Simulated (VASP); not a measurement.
Ga2Si3:

```xyz
10
Lattice="2.9540 1.7055 5.3767 -2.9540 1.7055 5.3767 0.0000 -3.4110 5.3767" Properties=species:S:1:pos:R:3 pbc="T T T"
Ga    0.0000    0.0000   13.7457
Ga    0.0000    0.0000   10.4494
Ga    0.0000    0.0000    2.3843
Ga    0.0000    0.0000    5.6807
Si   -1.1447   -1.7055    6.7209
Si    2.0493   -0.1386    6.7209
Si   -0.9047    1.8441    6.7209
Si    1.1447    1.7055    9.4092
Si   -2.0493    0.1386    9.4092
Si    0.9047   -1.8441    9.4092
```

```yaml
Program: VASP 6.6.1
Task: relaxation of cell and atoms
Functional: PBE
Potentials_or_basis: VASP PAW PBE potentials, release 64 (Ga_d, Si)
Cutoff: 600 eV
k_mesh: 6 × 6 × 6
Occupations: gaussian, width 0.1 eV
Spin: no spin polarisation
```

At the start: pressure 21.9 GPa; volume 16.25 Å³/atom.

How do energy, volume and symmetry change on relaxing?

Over 25 steps the energy falls by 387.7 meV/atom and the volume is 18.15 Å³/atom (+11.7 %); space group R-3c (No. 167, to 0.1 Å) before and after.

Step by step:
```csv
step,energy change (eV),largest force (eV/Å),pressure (GPa),volume (Å³)
1,0.0000,0.4019,21.87,162.53
2,-1.9694,0.2689,-4.70,220.46
3,-2.2566,0.2948,-0.06,201.41
4,-2.2567,0.2934,-0.31,202.24
5,-2.3009,0.2919,-0.31,201.98
6,-2.4064,0.5262,-0.23,201.13
7,-2.4750,0.9910,0.11,199.06
8,-2.4943,0.9853,0.05,198.98
9,-2.5494,0.9693,-0.13,198.71
10,-2.6453,0.9384,-0.49,198.13
11,-2.7598,0.8909,-1.13,196.79
12,-2.9285,0.7193,-1.17,194.76
13,-3.2516,0.2752,-0.51,188.69
14,-2.9678,1.3072,4.02,176.73
15,-3.3020,0.5208,0.35,185.17
16,-3.3861,0.5346,0.23,184.11
17,-3.6349,0.5162,0.20,180.96
18,-3.6888,0.6079,2.37,174.77
19,-3.7709,0.4170,0.43,178.84
20,-3.8260,0.2118,1.00,176.80
21,-3.8590,0.0791,-0.91,182.86
22,-3.8608,0.0953,-0.54,181.68
23,-3.8714,0.1291,0.47,180.34
24,-3.8733,0.0749,0.18,180.70
25,-3.8769,0.0399,-0.04,181.54
```

Final structure:
```
Ga Si
1.0
     3.19518    1.84474    5.13329
    -3.19518    1.84474    5.13329
     0.00000   -3.68947    5.13329
Ga Si
4 6
Direct
  0.90765 0.90765 0.90765
  0.59235 0.59235 0.59235
  0.09235 0.09235 0.09235
  0.40765 0.40765 0.40765
  0.97747 0.52253 0.75000
  0.75000 0.97747 0.52253
  0.52253 0.75000 0.97747
  0.02253 0.47747 0.25000
  0.25000 0.02253 0.47747
  0.47747 0.25000 0.02253
```
